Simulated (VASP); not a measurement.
# PbSe (I4/mmm) in VASP: a series of runs

The runs below take PbSe through single point, with r2SCAN.

Program: VASP 6.6.1. These are calculated values, not measurements. Logs are shortened: lines on timing, memory, paths and dates and some standing lists are left out, and cuts for length are marked.

### 1 The cell of the first run

It takes space group I4/mmm (No. 139, tetragonal). The conventional cell has a = 4.193 Å, b = 4.193 Å, c = 6.228 Å, α = 90.00°, β = 90.00°, γ = 90.00°. Within 3.9 Å of Pb (site symmetry 4/mmm) lie 6 Se at 2.97 to 3.11 Å. Within 3.9 Å of Se (site symmetry 4/mmm) lie 6 Pb at 2.97 to 3.11 Å.

### 2 Single point, r2SCAN, non-collinear spin, zero start, spin-orbit coupling (epitaxial xy strain -4.0%)

The input, POSCAR:

```
PbSe
1.0
    0.0000000000      2.9651541308      3.1137716549
    2.9651541308      0.0000000000      3.1137716549
    2.9651541308      2.9651541308      0.0000000000
Pb Se
1 1
Direct
    0.0000000000      0.0000000000      0.0000000000
    0.5000000000      0.5000000000      0.5000000000
```

The input, INCAR.step1:

```
PREC     = Accurate       # precision mode
ENCUT    = 520            # plane-wave cutoff, eV
ISMEAR   = -1             # smearing method
SIGMA    = 0.02           # smearing width, eV
LREAL    = False          # projectors in reciprocal space
LASPH    = True           # aspherical terms in the spheres
NELM     = 150            # most SCF steps
MAGMOM   = 0 0 0 0 0 0    # initial moments
LSORBIT  = True           # spin-orbit coupling
GGA_COMPAT= False        
NBANDS   = 32             # bands
GGA      = PE             # functional
ALGO     = Normal         # electronic algorithm
EDIFF    = 1E-4           # SCF threshold, eV
LWAVE    = True           # write WAVECAR
LCHARG   = False          # write CHGCAR
```

The input, INCAR.step2:

```
PREC     = Accurate       # precision mode
ENCUT    = 520            # plane-wave cutoff, eV
EDIFF    = 1E-7           # SCF threshold, eV
ISMEAR   = -1             # smearing method
SIGMA    = 0.02           # smearing width, eV
LREAL    = False          # projectors in reciprocal space
LASPH    = True           # aspherical terms in the spheres
NELM     = 150            # most SCF steps
ALGO     = Normal         # electronic algorithm
ISIF     = 2              # what is computed and relaxed
LWAVE    = False          # write WAVECAR
LCHARG   = False          # write CHGCAR
MAGMOM   = 0 0 0 0 0 0    # initial moments
LORBIT   = 11             # projections on sites
LSORBIT  = True           # spin-orbit coupling
GGA_COMPAT= False        
LORBMOM  = True         
METAGGA  = R2SCAN         # meta-GGA
LMIXTAU  = True         
NBANDS   = 32             # bands
ISTART   = 1
```

The input, KPOINTS:

```
Automatic mesh
0
Gamma
  8 8 8
```

Potentials or basis: VASP PAW PBE potentials, release 64 (Pb_d, Se).

The run is started by

```bash
> cat potpaw_PBE.64/Pb_d/POTCAR potpaw_PBE.64/Se/POTCAR > POTCAR
> cp INCAR.step1 INCAR
> mpirun -np 1 vasp_ncl > vasp.out
> cp INCAR.step2 INCAR
> mpirun -np 1 vasp_ncl > vasp.out
```

OUTCAR:

```text
PREC = Accurate
   ENCUT = 520
   EDIFF = 1E-7
   ISMEAR = -1
   LREAL = False
   LASPH = True
   NELM = 150
   ISIF = 2
   LORBIT = 11
   LSORBIT = True
   METAGGA = R2SCAN
   ISTART = 1

 ion  position               nearest neighbor table
   1  0.000  0.000  0.000-   2 2.97   2 2.97   2 2.97   2 2.97   2 3.11   2 3.11
   2  0.500  0.500  0.500-   1 2.97   1 2.97   1 2.97   1 2.97   1 3.11   1 3.11

  LATTYP: Found a body centered tetragonal cell.
 ALAT       =     4.1933611863
 C/A-ratio  =     1.4850958535

  Lattice vectors:

 A1 = (  -2.9651541308,   0.0000000000,   3.1137716549)
 A2 = (   2.9651541308,   0.0000000000,   3.1137716549)
 A3 = (   0.0000000000,   2.9651541308,  -3.1137716549)

Analysis of symmetry for initial positions (statically):
=====================================================================
 Subroutine PRICEL returns:
 Original cell was already a primitive cell.

 Routine SETGRP: Setting up the symmetry group for a
 body centered tetragonal supercell.

 Subroutine GETGRP returns: Found 16 space group operations
 (whereof 16 operations were pure point group operations)
 out of a pool of 16 trial point group operations.

The static configuration has the point symmetry D_4h.

Analysis of symmetry for dynamics (positions and initial velocities):
=====================================================================
 Subroutine PRICEL returns:
 Original cell was already a primitive cell.

 Routine SETGRP: Setting up the symmetry group for a
 body centered tetragonal supercell.

 Subroutine GETGRP returns: Found 16 space group operations
 (whereof 16 operations were pure point group operations)
 out of a pool of 16 trial point group operations.

The dynamic configuration has the point symmetry D_4h.

Analysis of structural, dynamic, and magnetic symmetry:
=====================================================================
 Subroutine PRICEL returns:
 Original cell was already a primitive cell.

 Routine SETGRP: Setting up the symmetry group for a
 body centered tetragonal supercell.

 Subroutine GETGRP returns: Found 16 space group operations
 (whereof 16 operations were pure point group operations)
 out of a pool of 16 trial point group operations.

The overall configuration has the point symmetry D_4h.

 Subroutine INISYM returns: Found 16 space group operations
 (whereof 16 operations are pure point group operations),
 and found     1 'primitive' translations

----------------------------------------------------------------------------------------

                                     Primitive cell

  volume of cell :      54.7534

  direct lattice vectors                    reciprocal lattice vectors
     0.000000000  2.965154131  3.113771655    -0.168625298  0.168625298  0.160576964
     2.965154131  0.000000000  3.113771655     0.168625298 -0.168625298  0.160576964
     2.965154131  2.965154131  0.000000000     0.168625298  0.168625298 -0.160576964

  length of vectors
     4.299734054  4.299734054  4.193361186     0.287495989  0.287495989  0.287495989

  position of ions in fractional coordinates (direct lattice)
     0.000000000  0.000000000  0.000000000
     0.500000000  0.500000000  0.500000000

  ion indices of the primitive-cell ions
   primitive index   ion index
                 1           1
                 2           2

----------------------------------------------------------------------------------------

 KPOINTS: Automatic mesh

Automatic generation of k-mesh.
 Grid dimensions read from file:
 generate k-points for:    8    8    8

 Generating k-lattice:

  Cartesian coordinates                     Fractional coordinates (reciprocal lattice)
    -0.021078162  0.021078162  0.020072121     0.125000000  0.000000000  0.000000000
     0.021078162 -0.021078162  0.020072121     0.000000000  0.125000000  0.000000000
     0.021078162  0.021078162 -0.020072121     0.000000000  0.000000000  0.125000000

  Length of vectors
     0.035936999  0.035936999  0.035936999

  Shift w.r.t. Gamma in fractional coordinates (k-lattice)
[... 93 lines left out ...]
  ---------------------------------------------------
  ext. energy  EPLUGINS =         0.00000000
  ---------------------------------------------------
  free energy    TOTEN  =       -72.24639996 eV

  energy without entropy =      -72.24619704  energy(sigma->0) =      -72.24629850

 E-fermi :   5.5754     XC(G=0): -10.2999

 val. band max:        5.5313901156   @ k =   0.5000   0.0000   0.0000
 cond. band min:       5.6193629908   @ k =   0.5000   0.0000   0.0000
 fundamental gap:      0.0879728753
 Fermi energy:         5.5753765528

 k-point     1 :       0.0000    0.0000    0.0000
  band No.  band energies     occupation
      1     -13.5235      1.00000
      2     -13.5235      1.00000
      3     -13.5065      1.00000
      4     -13.5065      1.00000
      5     -10.9685      1.00000
      6     -10.9685      1.00000
[... 829 lines left out ...]
     31      15.7145      0.00000
     32      15.7145      0.00000

 [... further k-points ...]

------------------------ aborting loop because EDIFF is reached ----------------------------------------

  FORCE on cell =-STRESS in cart. coord.  units (eV):
  Direction    XX          YY          ZZ          XY          YZ          ZX
  --------------------------------------------------------------------------------------
  -------------------------------------------------------------------------------------
  Total        2.2832554      2.2832554     -0.0327732      0.0000000      0.0000000     -0.0000000
  in kB       66.8118923     66.8118923     -0.9590000      0.0000000      0.0000000     -0.0000000
  external PRESSURE =      44.2215949 kB  Pullay stress =       0.0000000 kB

 VOLUME and BASIS-vectors are now :
 -----------------------------------------------------------------------------
  energy-cutoff  :      520.00
  volume of cell :       54.75
      direct lattice vectors                 reciprocal lattice vectors
     0.000000000  2.965154131  3.113771655    -0.168625298  0.168625298  0.160576964
     2.965154131  0.000000000  3.113771655     0.168625298 -0.168625298  0.160576964
     2.965154131  2.965154131  0.000000000     0.168625298  0.168625298 -0.160576964

 POSITION                                       TOTAL-FORCE (eV/Angst)
 -----------------------------------------------------------------------------------
      0.00000      0.00000      0.00000         0.000000      0.000000     -0.000000
      2.96515      2.96515      3.11377         0.000000      0.000000      0.000000
 -----------------------------------------------------------------------------------
    total drift:                                0.000000     -0.000000     -0.000000

  FREE ENERGIE OF THE ION-ELECTRON SYSTEM (eV)
  ---------------------------------------------------
  free  energy   TOTEN  =       -72.2463999615 eV

  energy  without entropy=      -72.2461970438  energy(sigma->0) =      -72.24629850

 orbital moment (x)

 # of ion     p       d       tot
 ----------------------------------------
  1         0.000  -0.000  -0.000
  2         0.000  -0.000  -0.000
 ----------------------------------------
            0.000  -0.000  -0.000

 orbital moment (y)

 # of ion     p       d       tot
 ----------------------------------------
  1         0.000  -0.000  -0.000
  2         0.000   0.000   0.000
 ----------------------------------------
            0.000  -0.000  -0.000

 orbital moment (z)

 # of ion     p       d       tot
 ----------------------------------------
  1         0.000   0.000   0.000
  2         0.000   0.000   0.000
 ----------------------------------------
            0.000   0.000   0.000

 Spin-Orbit-Coupling matrix elements

 Ion:    1  E_soc:     -0.8092150
 l=   1
     0.0000000    -0.0689246    -0.0718377
    -0.0689246     0.0000000    -0.0689246
    -0.0718377    -0.0689246     0.0000000
 l=   2
     0.0000000    -0.0130600     0.0000000    -0.0130600    -0.0519130
    -0.0130600     0.0000000    -0.0389455    -0.0130557    -0.0129704
     0.0000000    -0.0389455     0.0000000    -0.0389455     0.0000000
    -0.0130600    -0.0130557    -0.0389455     0.0000000    -0.0129704
    -0.0519130    -0.0129704     0.0000000    -0.0129704     0.0000000
 l=   3
     0.0000000     0.0000000     0.0000000     0.0000000     0.0000000     0.0000000     0.0000000
     0.0000000     0.0000000     0.0000000     0.0000000     0.0000000     0.0000000     0.0000000
     0.0000000     0.0000000     0.0000000     0.0000000     0.0000000     0.0000000     0.0000000
     0.0000000     0.0000000     0.0000000     0.0000000     0.0000000     0.0000000     0.0000000
     0.0000000     0.0000000     0.0000000     0.0000000     0.0000000     0.0000000     0.0000000
     0.0000000     0.0000000     0.0000000     0.0000000     0.0000000     0.0000000     0.0000000
     0.0000000     0.0000000     0.0000000     0.0000000     0.0000000     0.0000000     0.0000000

 Ion:    2  E_soc:     -0.0457519
 l=   1
     0.0000000    -0.0076508    -0.0076312
    -0.0076508     0.0000000    -0.0076508
    -0.0076312    -0.0076508     0.0000000
 l=   2
     0.0000000    -0.0000030     0.0000000    -0.0000030     0.0000242
    -0.0000030     0.0000000     0.0000143    -0.0000017     0.0000058
     0.0000000     0.0000143     0.0000000     0.0000143     0.0000000
    -0.0000030    -0.0000017     0.0000143     0.0000000     0.0000058
     0.0000242     0.0000058     0.0000000     0.0000058     0.0000000
 l=   3
     0.0000000     0.0000000     0.0000000     0.0000000     0.0000000     0.0000000     0.0000000
     0.0000000     0.0000000     0.0000000     0.0000000     0.0000000     0.0000000     0.0000000
     0.0000000     0.0000000     0.0000000     0.0000000     0.0000000     0.0000000     0.0000000
     0.0000000     0.0000000     0.0000000     0.0000000     0.0000000     0.0000000     0.0000000
     0.0000000     0.0000000     0.0000000     0.0000000     0.0000000     0.0000000     0.0000000
     0.0000000     0.0000000     0.0000000     0.0000000     0.0000000     0.0000000     0.0000000
     0.0000000     0.0000000     0.0000000     0.0000000     0.0000000     0.0000000     0.0000000

 total charge

# of ion       s       p       d       tot
------------------------------------------
    1        1.463   0.573   9.841  11.876
    2        1.468   2.394   0.022   3.884
--------------------------------------------------
tot          2.931   2.966   9.863  15.761

 magnetization (x)

# of ion       s       p       d       tot
------------------------------------------
    1       -0.000   0.000   0.000  -0.000
    2       -0.000   0.000   0.000  -0.000
--------------------------------------------------
tot         -0.000   0.000   0.000  -0.000

 magnetization (y)

# of ion       s       p       d       tot
------------------------------------------
    1        0.000   0.000   0.000   0.000
    2        0.000   0.000   0.000   0.000
--------------------------------------------------
tot          0.000   0.000   0.000   0.000

 magnetization (z)

# of ion       s       p       d       tot
------------------------------------------
    1        0.000   0.000   0.000   0.000
    2        0.000  -0.000   0.000  -0.000
--------------------------------------------------
tot          0.000   0.000   0.000   0.000
```

It took 17 min on 1 thread of AMD EPYC 7R13 (Zen 3), shared host; peak memory 0.43 GiB.

What came out:

| Property | Result |
| --- | --- |
| Free energy | -72.2464 eV |
| Pressure | 4.4 GPa |
| Net moment | 0.00 μB per cell |
| Valence electrons inside the program's atomic spheres | Pb 11.88; Se 3.88 |

Stress tensor (GPa, compression positive):
```
 6.68  0.00  0.00
 0.00  6.68  0.00
 0.00  0.00 -0.10
```

Moments on the atoms (μB; x, y, z):
```
Pb  0.00 0.00 0.00
Se  0.00 0.00 0.00
```

Caveat: the cell differs from its parent crystal (epitaxial xy strain -4.0%); the cell stands under pressure; the PAW data sets were made with another functional, which shifts forces and pressure a little.

### 3 Single point, r2SCAN (epitaxial xy strain +1.0%)

The input, POSCAR:

```
PbSe
1.0
    0.0000000000      3.1195892417      3.0821295345
    3.1195892417      0.0000000000      3.0821295345
    3.1195892417      3.1195892417      0.0000000000
Pb Se
1 1
Direct
    0.0000000000      0.0000000000      0.0000000000
    0.5000000000      0.5000000000      0.5000000000
```

The input, INCAR.step1:

```
PREC = Accurate ; ENCUT = 520
ISMEAR = 0 ; SIGMA = 0.01
LREAL = F ; LASPH = T
NELM = 60 ; NBANDS = 17
GGA = PE ; ALGO = Normal
EDIFF = 1E-4 ; LWAVE = T
LCHARG = F
```

The input, INCAR.step2:

```
PREC = Accurate ; ENCUT = 520
EDIFF = 1E-7 ; ISMEAR = 0
SIGMA = 0.01 ; LREAL = F
LASPH = T ; NELM = 60
ALGO = Normal ; ISIF = 2
LWAVE = F ; LCHARG = F
METAGGA = R2SCAN ; LMIXTAU = T
NBANDS = 17 ; ISTART = 1
```

The input, KPOINTS:

```
regular mesh
0
Gamma
  8 8 8
```

Potentials or basis: VASP PAW PBE potentials, release 64 (Pb_d, Se).

The run is started by

```bash
> cat potpaw_PBE.64/Pb_d/POTCAR potpaw_PBE.64/Se/POTCAR > POTCAR
> cp INCAR.step1 INCAR
> mpirun -np 1 vasp_std > vasp.out
> cp INCAR.step2 INCAR
> mpirun -np 1 vasp_std > vasp.out
```

It took 5 min on 1 thread of Intel Xeon Platinum 8259CL at 2.50GHz (Skylake/Cascade Lake), shared host; peak memory 0.25 GiB.

The run converged. Its results:

```yaml
Free_energy: -71.9349 eV
Pressure: -0.9 GPa
Band_gap_on_the_k_mesh: 0.72 eV
```

Stress tensor (GPa, compression positive):
```
-1.29  0.00  0.00
 0.00 -1.29  0.00
 0.00  0.00  0.02
```

Levels at points of the mesh, in eV from the valence-band top:
| k point | band 8 | band 9 | band 10 | band 11 | band 12 | band 13 |
| --- | --- | --- | --- | --- | --- | --- |
| (0.00, 0.00, 0.00) | -1.85 | -1.75 | -1.75 | 4.88 | 4.88 | 5.15 |
| (0.50, 0.00, 0.00) | -1.41 | -1.38 | 0.00 | 0.72 | 2.02 | 2.08 |
| (0.50, 0.50, 0.00) | -4.76 | -3.08 | -3.08 | 4.21 | 5.81 | 5.81 |
| (0.50, 0.00, 0.50) | -4.73 | -3.12 | -3.00 | 4.26 | 5.73 | 6.01 |

Caveat: the cell differs from its parent crystal (epitaxial xy strain +1.0%); the PAW data sets were made with another functional, which shifts forces and pressure a little; spin-orbit coupling is left out, which moves the levels of the heavy elements. A k mesh can miss the band edges.

### 4 Single point, r2SCAN (epitaxial xy strain +2.0%)

The input, POSCAR:

```
PbSe
1.0
    0.0000000000      3.1504762639      3.0758372727
    3.1504762639      0.0000000000      3.0758372727
    3.1504762639      3.1504762639      0.0000000000
Pb Se
1 1
Direct
    0.0000000000      0.0000000000      0.0000000000
    0.5000000000      0.5000000000      0.5000000000
```

The input, INCAR.step1:

```
PREC = Accurate
ENCUT = 520
ISMEAR = 0
SIGMA = 0.01
LREAL = F
LASPH = T
NELM = 100
NBANDS = 17
GGA = PE
ALGO = Normal
EDIFF = 1E-4
LWAVE = T
LCHARG = F
```

The input, INCAR.step2:

```
PREC = Accurate
ENCUT = 520
EDIFF = 1E-6
ISMEAR = 0
SIGMA = 0.01
LREAL = F
LASPH = T
NELM = 100
ALGO = Normal
ISIF = 2
LWAVE = F
LCHARG = T
METAGGA = R2SCAN
LMIXTAU = T
LELF = T
LVHAR = T
NBANDS = 17
ISTART = 1
```

The input, KPOINTS:

```
Automatic mesh
0
Gamma
  8 8 8
```

The run is started by

```bash
> cat potpaw_PBE.64/Pb_d/POTCAR potpaw_PBE.64/Se/POTCAR > POTCAR
> cp INCAR.step1 INCAR
> mpirun -np 1 vasp_std > vasp.out
> cp INCAR.step2 INCAR
> mpirun -np 1 vasp_std > vasp.out
```

It took 4.9 min on 1 thread of Intel Xeon Platinum 8259CL at 2.50GHz (Skylake/Cascade Lake), shared host; peak memory 0.25 GiB.

It converged, with:

```
Free energy            : -71.9213 eV
Pressure               : -1.6 GPa
Band gap on the k mesh : 0.76 eV
```

Stress tensor (GPa, compression positive):
```
-2.42  0.00  0.00
 0.00 -2.42  0.00
 0.00  0.00  0.01
```

Levels at points of the mesh, in eV from the valence-band top:
```tsv
k point	band 8	band 9	band 10	band 11	band 12	band 13
(0.00, 0.00, 0.00)	-1.84	-1.63	-1.63	4.75	4.75	5.30
(0.50, 0.00, 0.00)	-1.35	-1.30	0.00	0.76	2.03	2.15
(0.50, 0.50, 0.00)	-4.63	-2.98	-2.98	4.25	5.70	5.70
(0.50, 0.00, 0.50)	-4.57	-3.07	-2.81	4.35	5.55	6.11
```

Caveat: the cell differs from its parent crystal (epitaxial xy strain +2.0%); the PAW data sets were made with another functional, which shifts forces and pressure a little; spin-orbit coupling is left out, which moves the levels of the heavy elements. A k mesh can miss the band edges.

### 5 Summary

```csv
spin,cell,smearing,gap on the mesh (eV),pressure (GPa)
"non-collinear, zero start, SOC","a = 4.300, b = 4.300, c = 4.193 Å, angles 60.8, 60.8, 58.4°, 2 atoms",fermi-dirac 0.02 eV,-,4.4
off,"a = 4.385, b = 4.385, c = 4.412 Å, angles 59.8, 59.8, 60.4°, 2 atoms",gaussian 0.01 eV,0.72,-0.9
off,"a = 4.403, b = 4.403, c = 4.455 Å, angles 59.6, 59.6, 60.8°, 2 atoms",gaussian 0.01 eV,0.76,-1.6
```

Alike in all rows: task single point; level r2SCAN; potentials or basis VASP PAW PBE potentials, release 64 (Pb_d, Se); k mesh 8 × 8 × 8; cutoff (eV) 520.

Caveats: the PAW data sets were made with another functional, which shifts forces and pressure a little; spin-orbit coupling is left out, which moves the levels of the heavy elements (at least some runs); the cell stands under pressure (at least some runs).

Absolute energies hang on the potentials; compare differences alone.
